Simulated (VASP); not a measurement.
## MgHgSe2: single point with PBE

Crystal: MgHgSe2.

```xyz
4
Lattice="4.3139 0.0000 0.0000 0.0000 4.3139 0.0000 0.0000 0.0000 5.9854" Properties=species:S:1:pos:R:3 pbc="T T T"
Mg    0.0000    0.0000    0.0000
Se    0.0000    2.1569    1.4094
Se    2.1569    0.0000    4.5760
Hg    2.1569    2.1569    2.9927
```

```
Program                : VASP 6.6.1
Task                   : single point
Functional             : PBE
Potentials or basis    : VASP PAW PBE potentials, release 64 (Mg, Se, Hg)
Cutoff                 : 600 eV
k mesh                 : 4 × 4 × 4
Occupations            : gaussian, width 0.01 eV
Spin                   : no spin polarisation
Dipole correction      : no
Further INCAR settings : ALGO = Normal; EDIFF = 1e-06; NBANDS = 21
```

The pressure is 1.6 GPa, the largest force is 0.098 eV/Å and the band gap on the k mesh is 0.62 eV, direct.

Forces on the atoms (eV/Å):
```
Mg   0.000  0.000  0.000
Se   0.000  0.000 -0.098
Se   0.000  0.000  0.098
Hg   0.000  0.000  0.000
```

Stress tensor (GPa, compression positive):
```
1.65 0.00 0.00
0.00 1.65 0.00
0.00 0.00 1.47
```

Levels at points of the mesh, in eV from the valence-band top:
```
           k point  band 11  band 12  band 13  band 14  band 15  band 16
(0.00, 0.00, 0.00)    -0.20     0.00     0.00     0.62     3.44     3.87
(0.50, 0.00, 0.00)    -1.80    -1.08    -0.50     3.11     4.65     5.56
(0.50, 0.50, 0.00)    -1.62    -1.62    -1.53     2.43     3.23     3.23
(0.00, 0.00, 0.50)    -1.41    -0.59    -0.59     2.82     3.76     4.23
(0.50, 0.00, 0.50)    -0.82    -0.48    -0.40     1.58     3.55     6.12
(0.50, 0.50, 0.50)    -2.00    -2.00    -1.88     4.11     5.27     5.27
```

It took 31 s on 1 thread of Intel(R) Xeon(R) 6975P-C (Granite Rapids), with other jobs on the host, peak memory 0.27 GiB.

Caveat: spin-orbit coupling is left out, which moves the levels of the heavy elements.
